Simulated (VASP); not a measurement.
Crystal: HPbNO4.

```
CELL_PARAMETERS angstrom
6.85877 0.00000 0.00000
0.00000 4.22865 0.00000
-3.39101 0.00000 7.27459
ATOMIC_POSITIONS crystal
H 0.22549 0.75000 0.50730
H 0.77451 0.25000 0.49270
Pb 0.30229 0.25000 0.28494
Pb 0.69771 0.75000 0.71506
N 0.21484 0.75000 0.83567
N 0.78516 0.25000 0.16433
O 0.33078 0.75000 0.45338
O 0.40909 0.75000 0.86901
O 0.15508 0.75000 0.96537
O 0.07083 0.75000 0.66955
O 0.66922 0.25000 0.54661
O 0.59091 0.25000 0.13099
O 0.84492 0.25000 0.03463
O 0.92917 0.25000 0.33045
```

Base run:

- Program: VASP 6.6.1
- Functional: PBE
- Potentials or basis: VASP PAW PBE potentials, release 64 (H, Pb_d, N, O)
- Cutoff: 520 eV
- k mesh: 5 × 6 × 4
- Occupations: fermi-dirac, width 0.05 eV
- Spin: no spin polarisation

Its results: band gap on the k mesh 3.06 eV (least direct gap 3.27 eV); pressure 0.6 GPa; largest force 0.464 eV/Å.

Question: The run is repeated on the same cell with these changes: functional from PBE to PBE0; k mesh from 5 × 6 × 4 to 2 × 3 × 2. What comes out?

Answer: Band gap on the k mesh 5.21 eV (least direct gap 5.60 eV); pressure -3.4 GPa; largest force 1.061 eV/Å.

Several settings changed at once.

Caveats: some runs use coarse meshes; the standard files for N, O and F lose accuracy on very short bonds; spin-orbit coupling is left out, which moves the levels of the heavy elements; the PAW data sets were made with another functional, which shifts forces and pressure a little (at least some runs).

A k mesh can miss the band edges.
